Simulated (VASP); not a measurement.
# BaS (P6_3/mmc) in VASP: notebook, part 2 of 2

VASP 6.6.1.

### Step 3. Single point, PBE (uniaxial z strain +2.9%)

INCAR

```
  PREC = Accurate
  ENCUT = 520
  EDIFF = 1E-6
  ISMEAR = -1
  SIGMA = 0.02
  LREAL = F
  LASPH = T
  NELM = 100
  ALGO = Normal
  ISIF = 2
  LWAVE = F
  LCHARG = T
  GGA = PE
  LELF = T
  LVHAR = T
  NBANDS = 24
```

KPOINTS

```
Automatic mesh
0
Gamma
  6 6 4
```

POSCAR

```
BaS
1.0
    5.3818560826      0.0000000000      0.0000000000
   -2.6909280413      4.6608240870      0.0000000000
    0.0000000000      0.0000000000      6.5665248728
Ba S
2 2
Direct
    0.3333333333      0.6666666667     -0.0625000000
    0.6666666667      0.3333333333      0.4375000000
    0.3333333333      0.6666666667      0.4375000000
    0.6666666667      0.3333333333      0.9375000000
```

Potentials or basis: VASP PAW PBE potentials, release 64 (Ba_sv, S).

The run is started by

```sh
$ cat potpaw_PBE.64/Ba_sv/POTCAR potpaw_PBE.64/S/POTCAR > POTCAR
$ mpirun -np 1 vasp_std > vasp.out
```

OUTCAR:

```text
PREC = Accurate
   ENCUT = 520
   EDIFF = 1E-6
   ISMEAR = -1
   LREAL = F
   LASPH = T
   NELM = 100
   ISIF = 2
   GGA = PE

 ion  position               nearest neighbor table
   1  0.333  0.667  0.938-   4 3.11   4 3.11   4 3.11   3 3.28   3 3.28   2 4.52   2 4.52   2 4.52
                             2 4.52   2 4.52   2 4.52
   2  0.667  0.333  0.438-   3 3.11   3 3.11   3 3.11   4 3.28   4 3.28   1 4.52   1 4.52   1 4.52
                             1 4.52   1 4.52   1 4.52
   3  0.333  0.667  0.438-   2 3.11   2 3.11   2 3.11   1 3.28   1 3.28
   4  0.667  0.333  0.938-   1 3.11   1 3.11   1 3.11   2 3.28   2 3.28

  LATTYP: Found a hexagonal cell.
 ALAT       =     5.3818560826
 C/A-ratio  =     1.2201227183

  Lattice vectors:

 A1 = (   5.3818560826,   0.0000000000,   0.0000000000)
 A2 = (  -2.6909280413,   4.6608240870,   0.0000000000)
 A3 = (   0.0000000000,   0.0000000000,   6.5665248728)

Analysis of symmetry for initial positions (statically):
=====================================================================
 Subroutine PRICEL returns:
 Original cell was already a primitive cell.

 Routine SETGRP: Setting up the symmetry group for a
[... 168 lines left out ...]

 E-fermi :   0.7386     XC(G=0):  -7.4276

 val. band max:        0.2971501576   @ k =   0.0000   0.0000   0.0000
 cond. band min:       2.8396358507   @ k =   0.3333   0.3333   0.0000
 fundamental gap:      2.5424856931
 Fermi energy:         0.7385597322

 k-point     1 :       0.0000    0.0000    0.0000
  band No.  band energies     occupation
      1     -26.0207      2.00000
      2     -25.9793      2.00000
      3     -11.4431      2.00000
      4     -11.3044      2.00000
      5     -11.3044      2.00000
      6     -11.1772      2.00000
[... 556 lines left out ...]
     23       6.4219      0.00000
     24       6.4219      0.00000

------------------------ aborting loop because EDIFF is reached ----------------------------------------

  FORCE on cell =-STRESS in cart. coord.  units (eV):
  Direction    XX          YY          ZZ          XY          YZ          ZX
  --------------------------------------------------------------------------------------
  -------------------------------------------------------------------------------------
  Total        0.0185763      0.0185763     -1.5814594      0.0000000      0.0000000      0.0000000
  in kB        0.1806922      0.1806922    -15.3829014      0.0000000      0.0000000      0.0000000
  external PRESSURE =      -5.0071723 kB  Pullay stress =       0.0000000 kB

 VOLUME and BASIS-vectors are now :
 -----------------------------------------------------------------------------
  energy-cutoff  :      520.00
  volume of cell :      164.71
      direct lattice vectors                 reciprocal lattice vectors
     5.381856083  0.000000000  0.000000000     0.185809502  0.107277166  0.000000000
    -2.690928041  4.660824087  0.000000000     0.000000000  0.214554332  0.000000000
     0.000000000  0.000000000  6.566524873     0.000000000  0.000000000  0.152287552

 POSITION                                       TOTAL-FORCE (eV/Angst)
 -----------------------------------------------------------------------------------
     -0.00000      3.10722      6.15612         0.000000     -0.000000      0.000000
      2.69093      1.55361      2.87285        -0.000000      0.000000      0.000000
     -0.00000      3.10722      2.87285        -0.000000      0.000000      0.000000
      2.69093      1.55361      6.15612         0.000000      0.000000     -0.000000
 -----------------------------------------------------------------------------------
    total drift:                               -0.000000      0.000000     -0.000019

  FREE ENERGIE OF THE ION-ELECTRON SYSTEM (eV)
  ---------------------------------------------------
  free  energy   TOTEN  =       -19.9696607849 eV

  energy  without entropy=      -19.9696607849  energy(sigma->0) =      -19.96966078
```

stdout:

```text
POSCAR found type information on POSCAR BaS
 POSCAR found :  2 types and       4 ions
 scaLAPACK will be used
 LDA part: xc-table for (Slater+PW92), standard interpolation
 POSCAR, INCAR and KPOINTS ok, starting setup
 FFT: planning ... GRIDC
 FFT: planning ... GRID_SOFT
 FFT: planning ... GRID
 WAVECAR not read
 entering main loop
```

It took 84 s on 1 thread of Intel Xeon Platinum 8259CL at 2.50GHz (Skylake/Cascade Lake), shared host; peak memory 0.3 GiB.

Results:

| Property | Result |
| --- | --- |
| Free energy | -19.9697 eV |
| Pressure | -0.5 GPa |
| Band gap on the k mesh | 2.54 eV, indirect (least direct gap 2.62 eV) |

Stress tensor (GPa, compression positive):
```
 0.02  0.00  0.00
 0.00  0.02  0.00
 0.00  0.00 -1.54
```

Caveat: the cell differs from its parent crystal (uniaxial z strain +2.9%); spin-orbit coupling is left out, which moves the levels of the heavy elements. A k mesh can miss the band edges.

### Step 4. Single point, r2SCAN (biaxial xy strain -3.4%)

POSCAR

```
BaS
1.0
    5.1994111614      0.0000000000      0.0000000000
   -2.5997055807      4.5028221505      0.0000000000
    0.0000000000      0.0000000000      6.3833234887
Ba S
2 2
Direct
    0.3333333333      0.6666666667     -0.0625000000
    0.6666666667      0.3333333333      0.4375000000
    0.3333333333      0.6666666667      0.4375000000
    0.6666666667      0.3333333333      0.9375000000
```

INCAR.step1

```
SYSTEM = BaS
PREC = Accurate ; ENCUT = 520
ISMEAR = 0 ; SIGMA = 0.01
LREAL = .FALSE. ; LASPH = .TRUE.
NELM = 100 ; NBANDS = 24
GGA = PE ; ALGO = Normal
EDIFF = 1E-4 ; LWAVE = .TRUE.
LCHARG = .FALSE.
```

INCAR.step2

```
SYSTEM = BaS
PREC = Accurate ; ENCUT = 520
EDIFF = 1E-7 ; ISMEAR = 0
SIGMA = 0.01 ; LREAL = .FALSE.
LASPH = .TRUE. ; NELM = 100
ALGO = Normal ; ISIF = 2
LWAVE = .FALSE. ; LCHARG = .FALSE.
METAGGA = R2SCAN ; LMIXTAU = .TRUE.
NBANDS = 24 ; ISTART = 1
```

KPOINTS

```
Automatic mesh
0
G
  6 6 4
  0 0 0
```

The run is started by

```sh
$ cat potpaw_PBE.64/Ba_sv/POTCAR potpaw_PBE.64/S/POTCAR > POTCAR
$ cp INCAR.step1 INCAR
$ mpirun -np 1 vasp_std > vasp.out
$ cp INCAR.step2 INCAR
$ mpirun -np 1 vasp_std > vasp.out
```

Wall time 5.3 min (1 thread of Intel Xeon Platinum 8259CL at 2.50GHz (Skylake/Cascade Lake), shared host); peak memory 0.32 GiB.

The run converged. Its results:

| Property | Result |
| --- | --- |
| Free energy | -77.7255 eV |
| Pressure | 3.2 GPa |
| Band gap on the k mesh | 2.79 eV, indirect (the least direct gap lies 1.0 meV higher) |

Stress tensor (GPa, compression positive):
```
4.09 0.00 0.00
0.00 4.09 0.00
0.00 0.00 1.55
```

Levels at points of the mesh, in eV from the valence-band top:
```csv
k point,band 14,band 15,band 16,band 17,band 18,band 19
"(0.00, 0.00, 0.00)",-0.89,-0.38,0.00,3.32,4.30,4.30
"(0.50, 0.00, 0.00)",-0.38,-0.34,-0.23,3.60,3.84,3.94
"(0.00, 0.00, 0.50)",-1.04,-1.04,-1.04,4.37,4.37,6.16
"(0.50, 0.00, 0.50)",-0.86,-0.39,-0.39,4.29,4.29,5.52
```

Caveat: the cell differs from its parent crystal (biaxial xy strain -3.4%); the PAW data sets were made with another functional, which shifts forces and pressure a little; spin-orbit coupling is left out, which moves the levels of the heavy elements.

### Step 5. Single point, r2SCAN (uniaxial z strain +2.9%)

POSCAR

```
BaS
1.0
    5.3818560826      0.0000000000      0.0000000000
   -2.6909280413      4.6608240870      0.0000000000
    0.0000000000      0.0000000000      6.5665248728
Ba S
2 2
Direct
    0.3333333333      0.6666666667     -0.0625000000
    0.6666666667      0.3333333333      0.4375000000
    0.3333333333      0.6666666667      0.4375000000
    0.6666666667      0.3333333333      0.9375000000
```

INCAR.step1

```
PREC     = Accurate       # precision mode
ENCUT    = 520            # plane-wave cutoff, eV
ISMEAR   = 0              # smearing method
SIGMA    = 0.01           # smearing width, eV
LREAL    = F              # projectors in reciprocal space
LASPH    = T              # aspherical terms in the spheres
NELM     = 100            # most SCF steps
NBANDS   = 24             # bands
GGA      = PE             # functional
ALGO     = Normal         # electronic algorithm
EDIFF    = 1E-4           # SCF threshold, eV
LWAVE    = T              # write WAVECAR
LCHARG   = F              # write CHGCAR
```

INCAR.step2

```
PREC     = Accurate       # precision mode
ENCUT    = 520            # plane-wave cutoff, eV
EDIFF    = 1E-6           # SCF threshold, eV
ISMEAR   = 0              # smearing method
SIGMA    = 0.01           # smearing width, eV
LREAL    = F              # projectors in reciprocal space
LASPH    = T              # aspherical terms in the spheres
NELM     = 100            # most SCF steps
ALGO     = Normal         # electronic algorithm
ISIF     = 2              # what is computed and relaxed
LWAVE    = F              # write WAVECAR
LCHARG   = T              # write CHGCAR
METAGGA  = R2SCAN         # meta-GGA
LMIXTAU  = T            
LELF     = T              # ELF
LVHAR    = T            
NBANDS   = 24             # bands
ISTART   = 1
```

KPOINTS

```
regular mesh
0
Gamma
  6 6 4
```

The run is started by

```sh
$ cat potpaw_PBE.64/Ba_sv/POTCAR potpaw_PBE.64/S/POTCAR > POTCAR
$ cp INCAR.step1 INCAR
$ mpirun -np 1 vasp_std > vasp.out
$ cp INCAR.step2 INCAR
$ mpirun -np 1 vasp_std > vasp.out
```

Run time: 4.3 min. Hardware: 1 thread of Intel Xeon Platinum 8259CL at 2.50GHz (Skylake/Cascade Lake), shared host; peak memory 0.33 GiB.

It converged, with:

```
Free energy            : -77.8477 eV
Pressure               : -0.6 GPa
Band gap on the k mesh : 2.89 eV, indirect (least direct gap 2.97 eV)
```

Stress tensor (GPa, compression positive):
```
 0.01  0.00  0.00
 0.00  0.01  0.00
 0.00  0.00 -1.73
```

Levels at points of the mesh, in eV from the valence-band top:
| k point | band 14 | band 15 | band 16 | band 17 | band 18 | band 19 |
| --- | --- | --- | --- | --- | --- | --- |
| (0.00, 0.00, 0.00) | -0.82 | -0.49 | 0.00 | 3.11 | 4.25 | 4.25 |
| (0.50, 0.00, 0.00) | -0.42 | -0.36 | -0.24 | 3.62 | 3.78 | 3.91 |
| (0.00, 0.00, 0.50) | -0.91 | -0.91 | -0.91 | 4.14 | 4.14 | 5.90 |
| (0.50, 0.00, 0.50) | -0.76 | -0.41 | -0.41 | 4.20 | 4.20 | 5.35 |

Caveat: the cell differs from its parent crystal (uniaxial z strain +2.9%); the PAW data sets were made with another functional, which shifts forces and pressure a little; spin-orbit coupling is left out, which moves the levels of the heavy elements.

### Step 6. The runs side by side

```csv
level,cell,smearing,gap on the mesh (eV),pressure (GPa)
PBE,"a = 5.199, b = 5.199, c = 6.383 Å, angles 90.0, 90.0, 120.0°, 4 atoms",fermi-dirac 0.02 eV,2.44,3.1
PBE,"a = 5.382, b = 5.382, c = 6.567 Å, angles 90.0, 90.0, 120.0°, 4 atoms",fermi-dirac 0.02 eV,2.54,-0.5
r2SCAN,"a = 5.199, b = 5.199, c = 6.383 Å, angles 90.0, 90.0, 120.0°, 4 atoms",gaussian 0.01 eV,2.79,3.2
r2SCAN,"a = 5.382, b = 5.382, c = 6.567 Å, angles 90.0, 90.0, 120.0°, 4 atoms",gaussian 0.01 eV,2.89,-0.6
```

Alike in all rows: task single point; potentials or basis VASP PAW PBE potentials, release 64 (Ba_sv, S); no spin polarisation; k mesh 6 × 6 × 4; cutoff (eV) 520.

Caveats: spin-orbit coupling is left out, which moves the levels of the heavy elements; the PAW data sets were made with another functional, which shifts forces and pressure a little (some runs).

Absolute energies hang on the potentials; compare differences alone.
